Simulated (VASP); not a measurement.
# SiMo3 (R-3m) in VASP: notebook

Runs on SiMo3. Level: PBE. Tasks: single point.

Everything below comes from runs of VASP 6.6.1. Logs are shortened: lines on timing, memory, paths and dates and some standing lists are left out, and cuts for length are marked.

**1. The cell of the first run**

Symmetry: R-3m, No. 166, trigonal system. The conventional cell has a = 4.988 Å, b = 4.988 Å, c = 9.726 Å, α = 90.00°, β = 90.00°, γ = 120.00°. Within 2.9 Å of Si (site symmetry -3m) lie 6 Mo at 2.17 Å. Mo (site symmetry 2/m) has 2 Si at 2.17 Å and 4 Mo at 2.49 Å within 2.9 Å.

**2. Single point, PBE**

File INCAR:

```
SYSTEM = SiMo3
ALGO = Normal ; EDIFF = 1E-6
ENCUT = 520 ; GGA = PE
ISIF = 2 ; ISMEAR = 0
LASPH = .True. ; LCHARG = .False.
LREAL = .False. ; LWAVE = .False.
NBANDS = 31 ; NELM = 80
PREC = Accurate ; SIGMA = 0.1
```

File KPOINTS:

```
k-points
0
Gamma
  6 6 6
  0 0 0
```

File POSCAR:

```
SiMo3
1.0
    2.4937975700      1.4397947000      3.2421479200
   -2.4937975700      1.4397947000      3.2421479200
    0.0000000000     -2.8795893900      3.2421479200
Si Mo
1 3
Direct
    0.0000000000      0.0000000000      0.0000000000
    0.0000000000      0.0000000000      0.5000000000
    0.5000000000      0.0000000000      0.0000000000
    0.0000000000      0.5000000000      0.0000000000
```

Potentials or basis: VASP PAW PBE potentials, release 64 (Si, Mo_sv).

Command:

```bash
cat potpaw_PBE.64/Si/POTCAR potpaw_PBE.64/Mo_sv/POTCAR > POTCAR
mpirun -np 1 vasp_std > vasp.out
```

OUTCAR:

```text
SYSTEM = SiMo3
   EDIFF = 1E-6
   ENCUT = 520
   GGA = PE
   ISIF = 2
   ISMEAR = 0
   LASPH = .True.
   LREAL = .False.
   NELM = 80
   PREC = Accurate

 ion  position               nearest neighbor table
   1  0.000  0.000  0.000-   2 2.17   2 2.17   4 2.17   3 2.17   4 2.17   3 2.17
   2  0.000  0.000  0.500-   1 2.17   1 2.17   3 2.49   4 2.49   4 2.49   3 2.49
   3  0.500  0.000  0.000-   1 2.17   1 2.17   2 2.49   2 2.49   4 2.49   4 2.49
   4  0.000  0.500  0.000-   1 2.17   1 2.17   2 2.49   2 2.49   3 2.49   3 2.49

  LATTYP: Found a trigonal (rhomboedric) cell.
 ALAT       =     4.3363069810
 COS(alpha) =     0.3385266509

  Lattice vectors:

 A1 = (   2.4937975700,   1.4397947000,   3.2421479200)
 A2 = (  -2.4937975700,   1.4397947000,   3.2421479200)
 A3 = (   0.0000000000,  -2.8795893900,   3.2421479200)

Analysis of symmetry for initial positions (statically):
=====================================================================
 Subroutine PRICEL returns:
 Original cell was already a primitive cell.

 Routine SETGRP: Setting up the symmetry group for a
 trigonal (rhombohedral) supercell.

 Subroutine GETGRP returns: Found 12 space group operations
 (whereof 12 operations were pure point group operations)
 out of a pool of 12 trial point group operations.

The static configuration has the point symmetry D_3d.

Analysis of symmetry for dynamics (positions and initial velocities):
=====================================================================
 Subroutine PRICEL returns:
 Original cell was already a primitive cell.

 Routine SETGRP: Setting up the symmetry group for a
 trigonal (rhombohedral) supercell.

 Subroutine GETGRP returns: Found 12 space group operations
 (whereof 12 operations were pure point group operations)
 out of a pool of 12 trial point group operations.

The dynamic configuration has the point symmetry D_3d.

 Subroutine INISYM returns: Found 12 space group operations
 (whereof 12 operations are pure point group operations),
 and found     1 'primitive' translations

----------------------------------------------------------------------------------------

                                     Primitive cell

  volume of cell :      69.8467

  direct lattice vectors                    reciprocal lattice vectors
     2.493797570  1.439794700  3.242147920     0.200497429  0.115757244  0.102812500
    -2.493797570  1.439794700  3.242147920    -0.200497429  0.115757244  0.102812500
[... 85 lines left out ...]
   LSORBIT =      F    spin-orbit coupling
   LASPH  =      T    aspherical Exc in radial PAW
   ENCUT  =  520.0 eV  38.22 Ry    6.18 a.u.   8.06  8.06  8.06*2*pi/ulx,y,z
   NELM   =     80;   NELMIN=  2; NELMDL= -5     # of ELM steps
   EDIFF  = 0.1E-05   stopping-criterion for ELM
   LREAL  =      F    real-space projection
   EDIFFG = 0.1E-04   stopping-criterion for IOM
   NSW    =      0    number of steps for IOM
   IBRION =     -1    ionic relax: 0-MD 1-quasi-New 2-CG
   NFREE  =      0    steps in history (QN), initial steepest desc. (CG)
   ISIF   =      2    stress and relaxation
   ISYM   =      2    0-nonsym 1-usesym 2-fastsym
   POTIM  = 0.5000    time-step for ionic-motion
   TEBEG  =    0.0;   TEEND  =   0.0 temperature during run
   PSTRESS=    0.0 pullay stress
   NELECT =      46.0000    total number of electrons
   NUPDOWN=      -1.0000    fix difference up-down
   EMIN   =  10.00;   EMAX   =-10.00  energy-range for DOS
   EFERMI =   0.00;   METHOD = LEGACY
   ISMEAR =     0;   SIGMA  =   0.10  broadening in eV -4-tet -1-fermi 0-gaus
   EFERMI_NEDOS =   21; number of points for ismear=-14 and -15
   IALGO  =     38    algorithm
   IMIX   =      4    mixing-type and parameters
     AMIX     =   0.40;   BMIX     =  1.00
     AMIX_MAG =   1.60;   BMIX_MAG =  1.00
  volume/ion in A,a.u.               =      17.46       117.84
  Fermi-wavevector in a.u.,A,eV,Ry     =   1.424335  2.691603 27.602552  2.028730
  Thomas-Fermi vector in A             =   2.544837
   LORBIT       =      0    0 simple, 1 ext, 2 COOP (PROOUT), +10 PAW based schemes
   GGA     = PE    functional components
   LHFCALC =     F    Hartree Fock is set to
   AEXX    =    0.0000 exact exchange contribution
   IVDW    =     0    specifies the selected vdW correction
   LEPSILON=     F    determine dielectric tensor
   LRPA    =     F    only Hartree local field effects (RPA)
 non-spin polarized calculation
 Gauss-broadening in eV      SIGMA  =   0.10
  energy-cutoff  :      520.00
  volume of cell :       69.85
 maximum number of plane-waves:      1902
   NGX = 17   NGY = 17   NGZ = 17

 number of electron      45.9999999 magnetization

 Free energy of the ion-electron system (eV)
  ---------------------------------------------------
  ext. energy  EPLUGINS =         0.00000000
  ---------------------------------------------------
  free energy    TOTEN  =       -27.88248898 eV

  energy without entropy =      -27.86303372  energy(sigma->0) =      -27.87276135

 E-fermi :   9.3745     XC(G=0): -11.6254

 val. band max:        9.3606090042   @ k =   0.5000   0.5000   0.1667
 cond. band min:       9.3903996395   @ k =  -0.3333  -0.3333   0.1667
 fundamental gap:      0.0297906353
 Fermi energy:         9.3745464120

 k-point     1 :       0.0000    0.0000    0.0000
  band No.  band energies     occupation
      1     -51.4589      2.00000
      2     -50.9777      2.00000
      3     -50.9777      2.00000
      4     -27.2610      2.00000
      5     -25.9657      2.00000
      6     -25.9657      2.00000
[... 805 lines left out ...]
     30      12.9389      0.00000
     31      13.3779      0.00000

 [... further k-points ...]
[... 5 lines left out ...]
  --------------------------------------------------------------------------------------
  -------------------------------------------------------------------------------------
  Total       23.6107228     23.6107228     25.7020503      0.0000000      0.0000000      0.0000000
  in kB      541.5942226    541.5942214    589.5661075      0.0000000      0.0000006      0.0000000
  external PRESSURE =     557.5848505 kB  Pullay stress =       0.0000000 kB

 VOLUME and BASIS-vectors are now :
 -----------------------------------------------------------------------------
  energy-cutoff  :      520.00
  volume of cell :       69.85
      direct lattice vectors                 reciprocal lattice vectors
     2.493797570  1.439794700  3.242147920     0.200497429  0.115757244  0.102812500
    -2.493797570  1.439794700  3.242147920    -0.200497429  0.115757244  0.102812500
     0.000000000 -2.879589390  3.242147920     0.000000000 -0.231514489  0.102812500

 POSITION                                       TOTAL-FORCE (eV/Angst)
 -----------------------------------------------------------------------------------
      0.00000      0.00000      0.00000         0.000000      0.000000     -0.000000
      0.00000     -1.43979      1.62107        -0.000000     -0.000000     -0.000000
      1.24690      0.71990      1.62107         0.000000     -0.000000      0.000000
     -1.24690      0.71990      1.62107         0.000000      0.000000     -0.000000
 -----------------------------------------------------------------------------------
    total drift:                               -0.000000      0.000000     -0.000000

  FREE ENERGIE OF THE ION-ELECTRON SYSTEM (eV)
  ---------------------------------------------------
  free  energy   TOTEN  =       -27.8824889832 eV

  energy  without entropy=      -27.8630337178  energy(sigma->0) =      -27.87276135
```

OSZICAR:

```text
N       E                     dE             d eps       ncg     rms          rms(c)
DAV:   1     0.537038921491E+03    0.53704E+03   -0.28474E+04  2040   0.148E+03
DAV:   2    -0.151791224284E+02   -0.55222E+03   -0.53382E+03  2243   0.469E+02
DAV:   3    -0.309728878907E+02   -0.15794E+02   -0.15088E+02  2527   0.783E+01
DAV:   4    -0.311836134181E+02   -0.21073E+00   -0.21034E+00  2124   0.846E+00
DAV:   5    -0.311871866963E+02   -0.35733E-02   -0.35727E-02  2409   0.105E+00    0.390E+01
DAV:   6    -0.280328525024E+02    0.31543E+01   -0.88060E+00  2216   0.163E+01    0.131E+01
DAV:   7    -0.278989604579E+02    0.13389E+00   -0.51486E-01  2218   0.380E+00    0.506E+00
DAV:   8    -0.278842706062E+02    0.14690E-01   -0.53679E-02  2188   0.125E+00    0.593E-01
DAV:   9    -0.278825940812E+02    0.16765E-02   -0.88455E-03  2174   0.518E-01    0.190E-01
DAV:  10    -0.278825082941E+02    0.85787E-04   -0.11823E-03  2131   0.225E-01    0.876E-02
DAV:  11    -0.278824917197E+02    0.16574E-04   -0.60705E-05  2194   0.475E-02    0.423E-02
DAV:  12    -0.278824892989E+02    0.24208E-05   -0.35368E-05  2238   0.335E-02    0.785E-03
DAV:  13    -0.278824889832E+02    0.31572E-06   -0.48651E-06  1896   0.116E-02
   1 F= -.27882489E+02 E0= -.27872761E+02  d E =-.194553E-01
```

stdout:

```text
POSCAR found type information on POSCAR SiMo
 POSCAR found :  2 types and       4 ions
 scaLAPACK will be used
 LDA part: xc-table for (Slater+PW92), standard interpolation
 POSCAR, INCAR and KPOINTS ok, starting setup
 FFT: planning ... GRIDC
 FFT: planning ... GRID_SOFT
 FFT: planning ... GRID
 WAVECAR not read
 entering main loop
```

Run time: 31 s. Hardware: 1 thread of AMD EPYC 9R45 (Zen 5), shared host; peak memory 0.17 GiB.

Results:

```yaml
Free_energy: -27.8825 eV
Pressure: 55.8 GPa
Band_gap_on_the_k_mesh: zero (band 23 reaches 10.45 eV, above the bottom of band 24 at 8.99 eV)
```

Levels at points of the mesh, in eV from the Fermi level:
| k point | band 21 | band 22 | band 23 | band 24 | band 25 | band 26 |
| --- | --- | --- | --- | --- | --- | --- |
| (0.00, 0.00, 0.00) | 0.06 | 0.06 | 0.11 | 0.11 | 1.61 | 2.82 |
| (0.50, 0.00, 0.00) | -0.96 | -0.49 | -0.48 | -0.38 | -0.18 | 0.12 |
| (0.50, 0.50, 0.00) | -1.23 | -0.42 | -0.16 | 0.24 | 0.29 | 0.38 |
| (0.50, 0.50, 0.50) | 0.47 | 0.47 | 1.08 | 1.34 | 1.96 | 2.11 |

**3. Single point, PBE**

This run uses another cell than the first one, of 23.76 Å³/atom, 1.360 times its volume.

File INCAR:

```
SYSTEM = SiMo3
ALGO = Fast ; EDIFF = 1E-6
ENCUT = 520 ; GGA = PE
ISIF = 2 ; ISMEAR = 0
LASPH = .True. ; LCHARG = .False.
LREAL = .False. ; LWAVE = .False.
NBANDS = 31 ; NELM = 100
PREC = Accurate ; SIGMA = 0.1
```

File KPOINTS:

```
k-points
0
Gamma
  12 12 12
  0 0 0
```

File POSCAR:

```
SiMo3
1.0
    2.5242519279      1.4573775301      4.3049044981
   -2.5242519279      1.4573775301      4.3049044981
    0.0000000000     -2.9147550602      4.3049044982
Si Mo
1 3
Direct
    0.0000000000      0.0000000000      0.0000000000
    0.0000000000      0.0000000000      0.5000000000
    0.5000000000      0.0000000000      0.0000000000
    0.0000000000      0.5000000000      0.0000000000
```

Potentials or basis: VASP PAW PBE potentials, release 64 (Si, Mo_sv).

Command:

```bash
cat potpaw_PBE.64/Si/POTCAR potpaw_PBE.64/Mo_sv/POTCAR > POTCAR
mpirun -np 1 vasp_std > vasp.out
```

OUTCAR:

```text
SYSTEM = SiMo3
   EDIFF = 1E-6
   ENCUT = 520
   GGA = PE
   ISIF = 2
   ISMEAR = 0
   LASPH = .True.
   LREAL = .False.
   NELM = 100
   PREC = Accurate

 ion  position               nearest neighbor table
   1  0.000  0.000  0.000-   3 2.60   4 2.60   4 2.60   3 2.60   2 2.60   2 2.60
   2  0.000  0.000  0.500-   3 2.52   4 2.52   4 2.52   3 2.52   1 2.60   1 2.60
   3  0.500  0.000  0.000-   4 2.52   4 2.52   2 2.52   2 2.52   1 2.60   1 2.60
   4  0.000  0.500  0.000-   3 2.52   3 2.52   2 2.52   2 2.52   1 2.60   1 2.60

  LATTYP: Found a trigonal (rhomboedric) cell.
 ALAT       =     5.1988460064
 COS(alpha) =     0.5285002336

  Lattice vectors:

 A1 = (   2.5242519279,   1.4573775301,   4.3049044981)
 A2 = (  -2.5242519279,   1.4573775301,   4.3049044981)
 A3 = (   0.0000000000,  -2.9147550602,   4.3049044982)

Analysis of symmetry for initial positions (statically):
=====================================================================
 Subroutine PRICEL returns:
 Original cell was already a primitive cell.

 Routine SETGRP: Setting up the symmetry group for a
 trigonal (rhombohedral) supercell.

 Subroutine GETGRP returns: Found 12 space group operations
 (whereof 12 operations were pure point group operations)
 out of a pool of 12 trial point group operations.

The static configuration has the point symmetry D_3d.

Analysis of symmetry for dynamics (positions and initial velocities):
=====================================================================
 Subroutine PRICEL returns:
 Original cell was already a primitive cell.

 Routine SETGRP: Setting up the symmetry group for a
 trigonal (rhombohedral) supercell.

 Subroutine GETGRP returns: Found 12 space group operations
 (whereof 12 operations were pure point group operations)
 out of a pool of 12 trial point group operations.

The dynamic configuration has the point symmetry D_3d.

 Subroutine INISYM returns: Found 12 space group operations
 (whereof 12 operations are pure point group operations),
[... 114 lines left out ...]
   EFERMI =   0.00;   METHOD = LEGACY
   ISMEAR =     0;   SIGMA  =   0.10  broadening in eV -4-tet -1-fermi 0-gaus
   EFERMI_NEDOS =   21; number of points for ismear=-14 and -15
   IALGO  =     68    algorithm
   IMIX   =      4    mixing-type and parameters
     AMIX     =   0.40;   BMIX     =  1.00
     AMIX_MAG =   1.60;   BMIX_MAG =  1.00
  volume/ion in A,a.u.               =      23.76       160.31
  Fermi-wavevector in a.u.,A,eV,Ry     =   1.285447  2.429143 22.481922  1.652375
  Thomas-Fermi vector in A             =   2.417581
   LORBIT       =      0    0 simple, 1 ext, 2 COOP (PROOUT), +10 PAW based schemes
   GGA     = PE    functional components
   LHFCALC =     F    Hartree Fock is set to
   AEXX    =    0.0000 exact exchange contribution
   IVDW    =     0    specifies the selected vdW correction
   LEPSILON=     F    determine dielectric tensor
   LRPA    =     F    only Hartree local field effects (RPA)
 non-spin polarized calculation
 RMM-DIIS sequential band-by-band and
 Gauss-broadening in eV      SIGMA  =   0.10
  energy-cutoff  :      520.00
  volume of cell :       95.02
 maximum number of plane-waves:      2587
   NGX = 19   NGY = 19   NGZ = 19

 number of electron      45.9999998 magnetization

 Free energy of the ion-electron system (eV)
  ---------------------------------------------------
  ext. energy  EPLUGINS =         0.00000000
  ---------------------------------------------------
  free energy    TOTEN  =       -31.95665322 eV

  energy without entropy =      -31.92012576  energy(sigma->0) =      -31.93838949

 E-fermi :   5.7769     XC(G=0): -10.0953

 val. band max:        5.7759399951   @ k =  -0.3333   0.2500   0.0833
 cond. band min:       5.7790348695   @ k =  -0.3333  -0.3333   0.1667
 fundamental gap:      0.0030948744
 Fermi energy:         5.7769138422

 k-point     1 :       0.0000    0.0000    0.0000
  band No.  band energies     occupation
      1     -55.0785      2.00000
      2     -54.6788      2.00000
      3     -54.6788      2.00000
      4     -30.4829      2.00000
      5     -29.5200      2.00000
      6     -29.5200      2.00000
[... 805 lines left out ...]
     30       8.3178      0.00000
     31       8.6604      0.00000

 [... further k-points ...]
[... 5 lines left out ...]
  --------------------------------------------------------------------------------------
  -------------------------------------------------------------------------------------
  Total        0.1758931      0.1758931      0.0374330      0.0000000     -0.0000000      0.0000000
  in kB        2.9657859      2.9657859      0.6311694      0.0000000     -0.0000000      0.0000000
  external PRESSURE =       2.1875804 kB  Pullay stress =       0.0000000 kB

 VOLUME and BASIS-vectors are now :
 -----------------------------------------------------------------------------
  energy-cutoff  :      520.00
  volume of cell :       95.02
      direct lattice vectors                 reciprocal lattice vectors
     2.524251928  1.457377530  4.304904498     0.198078486  0.114360667  0.077431063
    -2.524251928  1.457377530  4.304904498    -0.198078486  0.114360667  0.077431063
     0.000000000 -2.914755060  4.304904498     0.000000000 -0.228721334  0.077431063

 POSITION                                       TOTAL-FORCE (eV/Angst)
 -----------------------------------------------------------------------------------
      0.00000      0.00000      0.00000         0.000000     -0.000000     -0.000000
      0.00000     -1.45738      2.15245        -0.000000     -0.000000     -0.000000
      1.26213      0.72869      2.15245         0.000000      0.000000      0.000000
     -1.26213      0.72869      2.15245        -0.000000     -0.000000      0.000000
 -----------------------------------------------------------------------------------
    total drift:                               -0.000000      0.000000     -0.000000

  FREE ENERGIE OF THE ION-ELECTRON SYSTEM (eV)
  ---------------------------------------------------
  free  energy   TOTEN  =       -31.9566532174 eV

  energy  without entropy=      -31.9201257642  energy(sigma->0) =      -31.93838949
```

Run time: 8.2 min. Hardware: 1 thread of Intel Xeon Platinum 8259CL at 2.50GHz (Skylake/Cascade Lake), shared host; peak memory 0.56 GiB.

What came out:

```
Free energy            : -31.9567 eV
Pressure               : 0.2 GPa
Band gap on the k mesh : zero (band 23 reaches 6.22 eV, above the bottom of band 24 at 5.60 eV)
```

Levels at points of the mesh, in eV from the Fermi level:
| k point | band 19 | band 20 | band 21 | band 22 | band 23 | band 24 | band 25 | band 26 | band 27 | band 28 |
| --- | --- | --- | --- | --- | --- | --- | --- | --- | --- | --- |
| (0.00, 0.00, 0.00) | -1.71 | -1.71 | -0.57 | 0.39 | 0.39 | 0.59 | 0.59 | 2.55 | 2.75 | 2.75 |
| (0.50, 0.00, 0.00) | -1.49 | -0.79 | -0.64 | -0.35 | -0.20 | 0.00 | 0.04 | 0.22 | 1.17 | 2.01 |
| (0.50, 0.50, 0.00) | -1.14 | -0.92 | -0.47 | -0.39 | -0.11 | 0.01 | 0.05 | 0.13 | 0.65 | 1.69 |
| (0.50, 0.50, 0.50) | -2.44 | -2.44 | -1.37 | -0.24 | -0.24 | 2.09 | 2.46 | 2.67 | 2.67 | 2.97 |
